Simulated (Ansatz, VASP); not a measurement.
**Two plane-wave programs on CrCd7Te8**

```xyz
16
Lattice="0.0000 6.4800 6.4800 6.4800 0.0000 6.4800 6.4800 6.4800 0.0000" Properties=species:S:1:pos:R:3 pbc="T T T"
Cr    6.4800    6.4800    0.0000
Cd    3.2400    3.2400    0.0213
Cd    3.2400    0.0213    3.2400
Cd    6.4587    3.2400    3.2400
Cd    0.0213    3.2400    3.2400
Cd    3.2400    6.4587    3.2400
Cd    3.2400    3.2400    6.4587
Cd    6.4800    6.4800    6.4800
Te    1.5840    1.5840    1.5840
Te    4.8960    4.8960    1.5840
Te    4.8960    1.5840    4.8960
Te    8.1011    4.8589    4.8589
Te    1.5840    4.8960    4.8960
Te    4.8589    8.1011    4.8589
Te    4.8589    4.8589    8.1011
Te    8.1011    8.1011    8.1011
```

Alike in both runs: task single point; functional PBEsol; k mesh 2 × 2 × 2; occupations gaussian, width 0.05 eV; collinear spin; Hubbard terms Cr d U = 3.0 eV.

|  | VASP | Ansatz |
| --- | --- | --- |
| version | VASP 6.6.1 | Ansatz 0.2.0 |
| potentials or method | VASP PAW PBE potentials, release 64 (Cr_pv, Cd, Te), cutoff 520 eV | scalar-relativistic, plane waves, PAW |
| valence electrons in the cell | 144 | 282 |

Ansatz gave:

| Quantity | Value |
| --- | --- |
| gap on the k mesh at the Fermi level (eV) | none |
| pressure (GPa) | -0.2 |
| rms of the force components (eV/Å) | 0.006 |
| net moment per atom (μB) | 0.25 |
| size of the moment on the site where the two differ most (μB) | 3.91 |

Task: What did VASP give for the same quantities?

Result: gap on the k mesh at the Fermi level (eV): none; pressure (GPa): -0.1; rms of the force components (eV/Å): 0.017; net moment per atom (μB): 0.25; size of the moment on the site where the two differ most (μB): 3.95.

VASP's potentials were made for PBE, not for PBEsol. Site moments also hang on the region over which each program counts them. The programs project onto different local orbitals, so the same U acts differently, and such runs can settle in different states. Atom by atom the forces differ by 0.019 eV/Å (rms over components). A gap of «none» marks a metal or a gap that the smearing closes. VASP's potentials hold 144 valence electrons a cell and Ansatz's 282, so a difference there can come from the potentials and not from the codes. Ansatz's warnings: filled band counts differ across k points.

The k mesh is coarse, so the values compare programs but aren't converged. Neither program's run includes spin-orbit coupling.
